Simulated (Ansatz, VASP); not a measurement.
## One calculation of TaN, two programs

POSCAR

```
TaN
1.0
    2.9399421781      0.0000000000      0.0000000000
   -1.4699710891      2.5460646119      0.0000000000
    0.0000000000      0.0000000000      2.8901750800
Ta N
1 1
Direct
    0.0000000000      0.0000000000      0.5000000000
    0.6666666667      0.3333333333      0.0000000000
```

INCAR.step1

```
SYSTEM = TaN
PREC     = Accurate       ! precision mode
ENCUT    = 520            ! plane-wave cutoff, eV
ISMEAR   = -1             ! smearing method
SIGMA    = 0.05           ! smearing width, eV
LREAL    = .FALSE.        ! projectors in reciprocal space
LASPH    = .TRUE.         ! aspherical terms in the spheres
NELM     = 80             ! most SCF steps
NBANDS   = 15             ! bands
GGA      = PE             ! functional
ALGO     = Normal         ! electronic algorithm
EDIFF    = 1E-4           ! SCF threshold, eV
LWAVE    = .TRUE.         ! write WAVECAR
LCHARG   = .FALSE.        ! write CHGCAR
```

INCAR.step2

```
SYSTEM = TaN
PREC     = Accurate       ! precision mode
ENCUT    = 520            ! plane-wave cutoff, eV
EDIFF    = 1E-8           ! SCF threshold, eV
ISMEAR   = -1             ! smearing method
SIGMA    = 0.05           ! smearing width, eV
LREAL    = .FALSE.        ! projectors in reciprocal space
LASPH    = .TRUE.         ! aspherical terms in the spheres
NELM     = 80             ! most SCF steps
ALGO     = Normal         ! electronic algorithm
ISIF     = 2              ! what is computed and relaxed
LWAVE    = .FALSE.        ! write WAVECAR
LCHARG   = .FALSE.        ! write CHGCAR
METAGGA  = R2SCAN         ! meta-GGA
LMIXTAU  = .TRUE.       
LEFG     = .TRUE.       
NBANDS   = 15             ! bands
ISTART   = 1
```

Contents of KPOINTS:

```
regular mesh
0
G
  13 13 11
  0 0 0
```

Input for Ansatz:

```yaml
crystal:
  lattice:
    - [2.9399421781, 0.0, 0.0]
    - [-1.4699710891, 2.5460646119, 0.0]
    - [0.0, 0.0, 2.89017508]
  atoms:
    - { symbol: Ta, position: [0.0, 0.0, 0.5] }
    - { symbol: "N", position: [0.6666666667, 0.3333333333, 0.0] }
kpoints:
  mp_grid: { grid: [13, 13, 11] }
  band_path:
    path:
      - [0.0, 0.0, 0.0]
      - [0.5, 0.0, 0.0]
      - [0.3333333333, 0.3333333333, 0.0]
      - [0.0, 0.0, 0.0]
      - [0.0, 0.0, 0.5]
      - [0.5, 0.0, 0.5]
      - [0.3333333333, 0.3333333333, 0.5]
      - [0.0, 0.0, 0.5]
      - [0.5, 0.0, 0.5]
    npoints: 8
scf:
  occupations: { method: fermi_dirac, width: 0.05 }
hamiltonian:
  xc: r2scan
  pseudopotentials: { kind: paw }
output:
  forces: true
  stress: true
  eigenvalues: true
  efg: { contact_densities: true }
  populations: true
  bader: true
  dos: { projected: true, de: 0.2, e_range: [-14, 8] }
```

Alike in both runs: task electric field gradients; functional r2SCAN; k mesh 13 × 13 × 11; occupations fermi-dirac, width 0.05 eV; no spin polarisation.

|  | VASP | Ansatz |
| --- | --- | --- |
| version | VASP 6.6.1 | Ansatz 0.2.0 |
| potentials or method | VASP PAW PBE potentials, release 64 (Ta_pv, N) | PAW with Ansatz's default frozen-core files, scalar-relativistic |
| plane-wave cutoff (eV) | 520 | 500 |
| valence electrons in the cell | 16 | 18 |

```csv
,VASP,Ansatz,Ansatz less VASP
pressure (GPa),0.0,-1.6,-1.59
"traceless stress, the component that is largest in VASP (GPa)",-0.22,-0.37,-0.150
size of Vzz on the site where it differs most (V/Å²),9.2,43.4,+34.14
```

VASP's potentials were made for PBE, not for r2SCAN. VASP's potentials hold 16 valence electrons a cell and Ansatz's 18, so a difference there can come from the potentials and not from the codes.

Spin-orbit coupling is off throughout.
